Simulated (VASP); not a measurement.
Input of a VASP 6.6.1 run:

INCAR

```
SYSTEM = HgTe
PREC = Accurate
ENCUT = 520
EDIFF = 1E-7
ISMEAR = 0
SIGMA = 0.05
LREAL = .False.
LASPH = .True.
NELM = 150
ALGO = Normal
ISIF = 2
LWAVE = .False.
LCHARG = .False.
MAGMOM = 0 0 0 0 0 0
LORBIT = 11
LSORBIT = .True.
GGA_COMPAT = .False.
LORBMOM = .True.
GGA = PE
NBANDS = 30
```

The input KPOINTS:

```
regular mesh
0
Gamma
  10 10 10
  0 0 0
```

The input POSCAR:

```
HgTe
1.0
    0.0000000000      3.3259388588      3.3259388588
    3.3259388588      0.0000000000      3.3259388588
    3.3259388588      3.3259388588      0.0000000000
Hg Te
1 1
Direct
    0.0000000000      0.0000000000      0.0000000000
    0.2500000000      0.2500000000      0.2500000000
```

Potentials or basis: VASP PAW PBE potentials, release 64 (Hg, Te).

Run with:

```sh
$ cat potpaw_PBE.64/Hg/POTCAR potpaw_PBE.64/Te/POTCAR > POTCAR
$ mpirun -np 1 vasp_ncl > vasp.out
```

(1) Predict the net moment.

(2) Estimate the pressure.

## Answers

(1) 0.00 μB per cell.

(2) -0.1 GPa.
